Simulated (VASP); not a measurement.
**HgSe (zincblende type): electric field gradients with LDA**

Crystal: HgSe (zincblende type).

```
CELL_PARAMETERS angstrom
0.00000 3.17198 3.17198
3.17198 0.00000 3.17198
3.17198 3.17198 0.00000
ATOMIC_POSITIONS crystal
Hg 0.00000 0.00000 0.00000
Se 0.25000 0.25000 0.25000
```

```
Program                : VASP 6.6.1
Task                   : electric field gradients
Functional             : LDA
Potentials or basis    : VASP PAW LDA potentials, release 64 (Hg, Se)
Cutoff                 : 400 eV
k mesh                 : 11 × 11 × 11
Occupations            : fermi-dirac, width 0.03 eV
Spin                   : no spin polarisation
Dipole correction      : no
Further INCAR settings : ALGO = Normal; EDIFF = 1e-08; NBANDS = 16; ISYM = 0
```

```
Pressure               : -5.3 GPa
Band gap on the k mesh : zero (filled and empty bands touch)
```

Levels at points of the mesh, in eV from the Fermi level:
```
           k point  band 6  band 7  band 8  band 9  band 10  band 11  band 12  band 13
(0.00, 0.00, 0.00)   -6.01   -1.30   -0.05   -0.05    -0.05     5.46     5.46     5.46
```

Run time: 6.5 min on 1 thread of Intel(R) Xeon(R) Platinum 8488C (Sapphire Rapids), with other jobs on the host, peak memory 0.55 GiB.

Caveat: without QUAD_EFG the Cq values of the log hold for a quadrupole moment of 1 mb, not for the nuclei; spin-orbit coupling is left out, which moves the levels of the heavy elements.
